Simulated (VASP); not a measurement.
# MgI2 (R-3m) in VASP: G0W0 quasiparticle levels with PBE

Aim: the G0W0 quasiparticle levels of MgI2 with PBE.

Everything below comes from runs of VASP 6.6.1. Logs are shortened: lines on timing, memory, paths and dates and some standing lists are left out, and cuts for length are marked.

**1. The cell of the first run**

It takes space group R-3m (No. 166, trigonal). Conventional cell: a = 4.157 Å, b = 4.157 Å, c = 20.677 Å, α = 90.00°, β = 90.00°, γ = 120.00°. Within 3.8 Å of Mg (site symmetry -3m) lie 6 I at 2.92 Å. Within 3.8 Å of I (site symmetry 3m) lie 3 Mg at 2.92 Å.

**2. G0W0 quasiparticle levels, PBE**

Contents of POSCAR:

```
MgI2
1.0
    2.0786779653      1.2001252828      6.8923459395
   -2.0786779653      1.2001252828      6.8923459395
    0.0000000000     -2.4002505656      6.8923459395
Mg I
1 2
Direct
    0.0000000000      0.0000000000      0.0000000000
    0.2526882635      0.2526882635      0.2526882635
    0.7473117365      0.7473117365      0.7473117365
```

Contents of INCAR.step1:

```
SYSTEM = MgI2
PREC = Accurate ; ENCUT = 500
EDIFF = 1E-8 ; ISMEAR = 0
SIGMA = 0.01 ; LREAL = .FALSE.
LASPH = .TRUE. ; NELM = 100
ALGO = Normal ; LWAVE = .TRUE.
LCHARG = .FALSE. ; GGA = PE
```

Contents of INCAR.step2:

```
SYSTEM = MgI2
PREC = Accurate ; ENCUT = 500
EDIFF = 1E-8 ; ISMEAR = 0
SIGMA = 0.01 ; LREAL = .FALSE.
LASPH = .TRUE. ; NELM = 1
ALGO = Exact ; LWAVE = .TRUE.
LCHARG = .FALSE. ; GGA = PE
NBANDS = 158 ; LOPTICS = .TRUE.
ISTART = 1
```

Contents of INCAR.step3:

```
SYSTEM = MgI2
PREC = Accurate ; ENCUT = 500
EDIFF = 1E-8 ; ISMEAR = 0
SIGMA = 0.01 ; LREAL = .FALSE.
LASPH = .TRUE. ; ALGO = EVGW0
LWAVE = .FALSE. ; LCHARG = .FALSE.
GGA = PE ; NELMGW = 1
NBANDS = 158 ; ENCUTGW = 100.0
NOMEGA = 96 ; PRECFOCK = Fast
ISTART = 1 ; NBANDSGW = 16
OMEGAMAX = 20
```

Contents of KPOINTS:

```
Automatic mesh
0
G
  4 4 4
  0 0 0
```

Potentials or basis: VASP PAW PBE potentials, release 64 (Mg_GW, I_GW).

On the command line:

```sh
cat potpaw_PBE.64/Mg_GW/POTCAR potpaw_PBE.64/I_GW/POTCAR > POTCAR
cp INCAR.step1 INCAR
mpirun -np 1 vasp_std > vasp.out
cp INCAR.step2 INCAR
mpirun -np 1 vasp_std > vasp.out
cp INCAR.step3 INCAR
mpirun -np 1 vasp_std > vasp.out
```

OUTCAR:

```text
SYSTEM = MgI2
   PREC = Accurate
   ENCUT = 500
   EDIFF = 1E-8
   ISMEAR = 0
   LREAL = .FALSE.
   LASPH = .TRUE.
   GGA = PE
   NELMGW = 1
   ENCUTGW = 100.0
   PRECFOCK = Fast
   ISTART = 1

 ion  position               nearest neighbor table
   1  0.000  0.000  0.000-   3 2.92   2 2.92   3 2.92   3 2.92   2 2.92   2 2.92
   2  0.253  0.253  0.253-   1 2.92   1 2.92   1 2.92
   3  0.747  0.747  0.747-   1 2.92   1 2.92   1 2.92

  LATTYP: Found a trigonal (rhomboedric) cell.
 ALAT       =     7.2983309960
 COS(alpha) =     0.8377602348

  Lattice vectors:

 A1 = (   2.0786779653,   1.2001252828,   6.8923459395)
 A2 = (  -2.0786779653,   1.2001252828,   6.8923459395)
 A3 = (   0.0000000000,  -2.4002505656,   6.8923459395)

Analysis of symmetry for initial positions (statically):
=====================================================================
 Subroutine PRICEL returns:
 Original cell was already a primitive cell.

 Routine SETGRP: Setting up the symmetry group for a
 trigonal (rhombohedral) supercell.

 Subroutine GETGRP returns: Found 12 space group operations
 (whereof 12 operations were pure point group operations)
 out of a pool of 12 trial point group operations.

The static configuration has the point symmetry D_3d.

Analysis of symmetry for dynamics (positions and initial velocities):
=====================================================================
 Subroutine PRICEL returns:
 Original cell was already a primitive cell.

 Routine SETGRP: Setting up the symmetry group for a
 trigonal (rhombohedral) supercell.

 Subroutine GETGRP returns: Found 12 space group operations
 (whereof 12 operations were pure point group operations)
 out of a pool of 12 trial point group operations.

The dynamic configuration has the point symmetry D_3d.

 Subroutine INISYM returns: Found 12 space group operations
 (whereof 12 operations are pure point group operations),
 and found     1 'primitive' translations

----------------------------------------------------------------------------------------

                                     Primitive cell

  volume of cell :     103.1649

  direct lattice vectors                    reciprocal lattice vectors
     2.078677965  1.200125283  6.892345940     0.240537499  0.138874390  0.048362827
    -2.078677965  1.200125283  6.892345940    -0.240537499  0.138874390  0.048362827
     0.000000000 -2.400250566  6.892345940     0.000000000 -0.277748780  0.048362827

  length of vectors
     7.298330996  7.298330996  7.298330996     0.281927913  0.281927913  0.281927913

  position of ions in fractional coordinates (direct lattice)
     0.000000000  0.000000000  0.000000000
     0.252688263  0.252688263  0.252688263
     0.747311737  0.747311737  0.747311737

  ion indices of the primitive-cell ions
   primitive index   ion index
                 1           1
                 2           2
                 3           3

----------------------------------------------------------------------------------------

 KPOINTS: Automatic mesh

Automatic generation of k-mesh.
 Grid dimensions read from file:
 generate k-points for:    4    4    4

 Generating k-lattice:

  Cartesian coordinates                     Fractional coordinates (reciprocal lattice)
     0.060134375  0.034718598  0.012090707     0.250000000 -0.000000000  0.000000000
    -0.060134375  0.034718598  0.012090707    -0.000000000  0.250000000  0.000000000
     0.000000000 -0.069437195  0.012090707     0.000000000  0.000000000  0.250000000

  Length of vectors
     0.070481978  0.070481978  0.070481978

  Shift w.r.t. Gamma in fractional coordinates (k-lattice)
     0.000000000  0.000000000  0.000000000

 Subroutine IBZKPT returns following result:
 ===========================================

 Found     13 irreducible k-points:

 Following reciprocal coordinates:
            Coordinates               Weight
  0.000000  0.000000  0.000000      1.000000
  0.250000 -0.000000  0.000000      6.000000
  0.500000 -0.000000  0.000000      3.000000
  0.250000  0.250000  0.000000      6.000000
  0.500000  0.250000  0.000000     12.000000
 -0.250000  0.250000  0.000000      6.000000
  0.500000  0.500000  0.000000      3.000000
  0.250000  0.250000  0.250000      2.000000
  0.500000  0.250000  0.250000      6.000000
 -0.250000  0.250000  0.250000      6.000000
  0.500000  0.500000  0.250000      6.000000
 -0.250000  0.500000  0.250000      6.000000
  0.500000  0.500000  0.500000      1.000000
   k-points           NKPTS =     13   k-points in BZ     NKDIM =     64   number of bands    NBANDS=    158
   number of dos      NEDOS =    301   number of ions     NIONS =      3
   total plane-waves  NPLWV = 157464
   dimension x,y,z NGX =    54 NGY =   54 NGZ =   54
   dimension x,y,z NGXF=   108 NGYF=  108 NGZF=  108
   ions per type =               1   2
   NGX,Y,Z   is equivalent  to a cutoff of  12.30, 12.30, 12.30 a.u.
   NGXF,Y,Z  is equivalent  to a cutoff of  24.60, 24.60, 24.60 a.u.
 SYSTEM =  MgI2
   PREC   = accura    normal or accurate (medium, high low for compatibility)
   ISTART =      1    job   : 0-new  1-cont  2-samecut
   ICHARG =      0    charge: 1-file 2-atom 10-const
   ISPIN  =      1    spin polarized calculation?
   LNONCOLLINEAR =      F non collinear calculations
   LSORBIT =      F    spin-orbit coupling
   LASPH  =      T    aspherical Exc in radial PAW
   ENCUT  =  500.0 eV  36.75 Ry    6.06 a.u.  13.31 13.31 13.31*2*pi/ulx,y,z
   NELM   =     60;   NELMIN=  2; NELMDL=  0     # of ELM steps
   EDIFF  = 0.1E-07   stopping-criterion for ELM
   LREAL  =      F    real-space projection
   EDIFFG = 0.1E-06   stopping-criterion for IOM
   NSW    =      0    number of steps for IOM
   IBRION =     -1    ionic relax: 0-MD 1-quasi-New 2-CG
   NFREE  =      0    steps in history (QN), initial steepest desc. (CG)
   ISIF   =      0    stress and relaxation
   ISYM   =      3    0-nonsym 1-usesym 2-fastsym
   POTIM  = 0.5000    time-step for ionic-motion
   TEBEG  =    0.0;   TEEND  =   0.0 temperature during run
   PSTRESS=    0.0 pullay stress
   NELECT =      16.0000    total number of electrons
   NUPDOWN=      -1.0000    fix difference up-down
   EMIN   =  10.00;   EMAX   =-10.00  energy-range for DOS
   EFERMI =   0.00;   METHOD = LEGACY
   ISMEAR =     0;   SIGMA  =   0.01  broadening in eV -4-tet -1-fermi 0-gaus
   EFERMI_NEDOS =   21; number of points for ismear=-14 and -15
   IALGO  =     38    algorithm
   IMIX   =      4    mixing-type and parameters
     AMIX     =   0.40;   BMIX     =  1.00
     AMIX_MAG =   1.60;   BMIX_MAG =  1.00
  volume/ion in A,a.u.               =      34.39       232.06
  Fermi-wavevector in a.u.,A,eV,Ry     =   0.879571  1.662148 10.526076  0.773645
  Thomas-Fermi vector in A             =   1.999813
   LORBIT       =      0    0 simple, 1 ext, 2 COOP (PROOUT), +10 PAW based schemes
   GGA     = PE    functional components
   LHFCALC =     T    Hartree Fock is set to
   PRECFOCK=fast      Normal, Fast or Accurate (Low or Medium for compatibility)
   ENCUT4O =  -1.0   cutoff for four orbital integrals eV
   NKREDX  =     1    reduce k-point grid by
   NKREDY  =     1    reduce k-point grid by
   NKREDZ  =     1    reduce k-point grid by
   AEXX    =    1.0000 exact exchange contribution
   HFSCREEN=    0.0000 screening length (either q_TF or 0.3 A-1)
   HFSCREENC=   0.0000 screening length for correlation (either q_TF or 0.3 A-1)
   ENCUTFOCK=  -1.0 apply spherical cutoff to Coloumb kernel
   IVDW    =     0    specifies the selected vdW correction
   LEPSILON=     F    determine dielectric tensor
   LRPA    =     F    only Hartree local field effects (RPA)
   LRPAFORCE           =     F    calculate RPA forces
   ENCUTGW             = 100.0    cutoff for response function in eV
   ENCUTGWSOFT         =  80.0    soft cutoff for Coulomb kernel in GW response function in eV
   ENCUTLF             =  -1.0    cutoff for local field effects
   NELMGW              =     1    number of iterations in solving QP/BSE equation
   NELMHF              =     1    number of iterations in the inner HF iteration
   NKREDLFX            =     1    NKREDLFY  =   1   NKREDLFZ  =   1
 non-spin polarized calculation
 Gauss-broadening in eV      SIGMA  =   0.01
  energy-cutoff  :      500.00
  volume of cell :      103.16
 maximum number of plane-waves:      2639
 NGX is ok and might be reduce to    54
  NGX = 28; NGY = 28; NGZ = 28
   NGX = 27   NGY = 27   NGZ = 27
 maximum number of plane-waves:       246
 NGX is ok and might be reduce to    28

 QP shifts <psi_nk| G(iteration)W_0 |psi_nk>: iteration 1
 for sc-GW calculations column KS-energies equals QP-energies in previous step
 and V_xc(KS)=  KS-energies - (<T + V_ion + V_H > + <T+V_H+V_ion>^1  + <V_x>^1)

 k-point   1 :       0.0000    0.0000    0.0000
  band No.  KS-energies  QP-energies   sigma(KS)   V_xc(KS)     V^pw_x(r,r')   Z            occupation Imag(sigma)

      1      -9.7987     -10.5894     -12.8719     -11.7354     -18.9052       0.6957       2.0000       1.2558
      2      -9.0952      -9.7241     -13.1212     -12.2238     -19.0263       0.7009       2.0000       1.1275
      3      -1.2559      -2.4441     -11.2605      -9.6361     -13.7150       0.7314       2.0000       0.1021
      4       1.8094       0.7827     -12.6553     -11.3389     -14.2397       0.7799       2.0000       0.0429
      5       1.8094       0.7827     -12.6553     -11.3389     -14.2397       0.7799       2.0000       0.0429
      6       2.1963       1.2054     -12.7858     -11.5231     -14.2816       0.7847       2.0000       0.0399
[... 8 lines left out ...]
     15      10.1398      10.7502      -7.4100      -8.1787      -3.5817       0.7940       0.0000      -0.0687
     16      11.6990      12.1437      -6.9494      -7.5307      -2.6870       0.7651       0.0000      -0.1328

 k-point   2 :       0.2500   -0.0000    0.0000
  band No.  KS-energies  QP-energies   sigma(KS)   V_xc(KS)     V^pw_x(r,r')   Z            occupation Imag(sigma)

      1      -9.4951     -10.2415     -12.9708     -11.9238     -18.9394       0.7129       2.0000       1.2164
      2      -8.9668      -9.5811     -13.1889     -12.3177     -19.0500       0.7050       2.0000       1.1003
      3      -0.8527      -1.9996     -11.3993      -9.8530     -13.6626       0.7417       2.0000       0.0856
      4       0.1827      -0.9754     -11.7578     -10.2417     -13.6784       0.7639       2.0000       0.0615
      5       0.6425      -0.4806     -11.8506     -10.3911     -13.6348       0.7695       2.0000       0.0544
      6       1.3856       0.3186     -12.4104     -11.0374     -14.0664       0.7771       2.0000       0.0462
[... 8 lines left out ...]
     15      11.3034      11.9157      -7.4932      -8.2734      -3.4632       0.7848       0.0000      -0.0890
     16      11.3412      11.9125      -7.6584      -8.3913      -3.5937       0.7794       0.0000      -0.0956
[... 188 lines left out ...]
      5       0.2844      -0.8475     -11.8309     -10.3510     -13.7159       0.7648       2.0000       0.0598
      6       0.7937      -0.3291     -12.0167     -10.5627     -13.7742       0.7722       2.0000       0.0521
[... 8 lines left out ...]
     15      11.7661      12.2306      -7.1245      -7.7193      -3.0736       0.7810       0.0000      -0.1094
     16      11.9366      12.5088      -7.4485      -8.1762      -3.4047       0.7863       0.0000      -0.1116

 k-point  13 :       0.5000    0.5000    0.5000
  band No.  KS-energies  QP-energies   sigma(KS)   V_xc(KS)     V^pw_x(r,r')   Z            occupation Imag(sigma)

      1      -9.6496     -10.4032     -12.9306     -11.8430     -18.9266       0.6929       2.0000       1.2099
      2      -9.2888      -9.9764     -13.0024     -12.0455     -18.9676       0.7187       2.0000       1.2042
      3      -0.4383      -1.5137     -11.6147     -10.1833     -13.7098       0.7513       2.0000       0.0755
      4       0.8396      -0.3303     -11.7778     -10.2621     -13.5896       0.7719       2.0000       0.0544
      5       1.9078       0.8928     -12.6935     -11.3960     -14.2474       0.7822       2.0000       0.0421
      6       1.9078       0.8928     -12.6935     -11.3960     -14.2474       0.7822       2.0000       0.0421
[... 8 lines left out ...]
     15      10.3611      10.9790      -7.4552      -8.2369      -3.5694       0.7904       0.0000      -0.0733
     16      10.7662      11.1465      -7.0409      -7.5211      -3.2159       0.7919       0.0000      -0.0826
```

It took 24 min on 1 thread of Intel Xeon 6975P-C (Granite Rapids), shared host; peak memory 2.1 GiB.

Results:

```
Quasiparticle gap                                   : 4.81 eV
Least direct quasiparticle gap                      : 5.26 eV
Band gap of the starting levels on the mesh         : 3.24 eV
Least direct gap of the starting levels on the mesh : 3.65 eV
```

Caveat: the k points lie up to 0.44 Å⁻¹ apart; bands, screening cutoff and mesh are small and nothing is extrapolated, so the quasiparticle values aren't converged; spin-orbit coupling is left out, which moves the levels of the heavy elements.
